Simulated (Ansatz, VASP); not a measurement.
**One calculation of Te2Mo, two programs**

File INCAR:

```
SYSTEM = Te2Mo
  ALGO = Normal
  DIPOL = 0.5 0.5 0.500
  EDIFF = 1E-7
  ENCUT = 520
  GGA = PE
  IDIPOL = 3
  ISIF = 2
  ISMEAR = 0
  IVDW = 12
  LASPH = .True.
  LCHARG = .False.
  LDIPOL = .True.
  LREAL = .False.
  LWAVE = .False.
  NBANDS = 20
  NELM = 60
  PREC = Accurate
  SIGMA = 0.02
```

The input KPOINTS:

```
k-points
0
Gamma
  9 9 1
  0 0 0
```

POSCAR

```
Te2Mo
1.0
    3.3170000000      0.0000000000      0.0000000000
   -1.6585000000      2.8726062644      0.0000000000
    0.0000000000      0.0000000000     33.2698832047
Te Mo
2 1
Direct
    0.3333333333      0.6666666667      0.4434924376
    0.3333333333      0.6666666667      0.5565075624
    0.6666666667      0.3333333333      0.5000000000
```

Input for Ansatz:

```yaml
crystal:
  lattice:
    - [3.317, 0.0, 0.0]
    - [-1.6585, 2.8726062644, 0.0]
    - [0.0, 0.0, 33.2698832047]
  atoms:
    - { symbol: Te, position: [0.3333333333, 0.6666666667, 0.4434924376] }
    - { symbol: Mo, position: [0.6666666667, 0.3333333333, 0.5] }
    - { symbol: Te, position: [0.3333333333, 0.6666666667, 0.5565075624] }
  periodic: [true, true, false]
basis:
  ecutwfc: 420
kpoints:
  mp_grid: { grid: [9, 9, 1] }
hamiltonian:
  xc: pbe
  pseudopotentials: { kind: paw, azcp: { folder: soft_1 } }
  dispersion: d3bj
scf:
  occupations: { method: gaussian, width: 0.02 }
output:
  forces: true
  stress: true
  eigenvalues: true
```

Alike in both runs: task single point; functional PBE; dispersion D3(BJ); k mesh 9 × 9 × 1; occupations gaussian, width 0.02 eV; no spin polarisation.

|  | VASP | Ansatz |
| --- | --- | --- |
| version | VASP 6.6.1 | Ansatz 0.2.0 |
| potentials or method | VASP PAW PBE potentials, release 64 (Te, Mo_sv), cutoff 520 eV | scalar-relativistic, plane waves, PAW |
| valence electrons in the cell | 26 | 46 |

VASP gave:

* gap on the k mesh at the Fermi level (eV): 0.86
* least direct gap on the mesh (eV): 1.40
* rms of the force components (eV/Å): 0.091

Task: Estimate Ansatz's values.

Result: gap on the k mesh at the Fermi level (eV): 0.86; least direct gap on the mesh (eV): 1.40; rms of the force components (eV/Å): 0.085.

VASP's potentials hold 26 valence electrons a cell and Ansatz's 46, so a difference there can come from the potentials and not from the codes.

Neither program's run includes spin-orbit coupling.
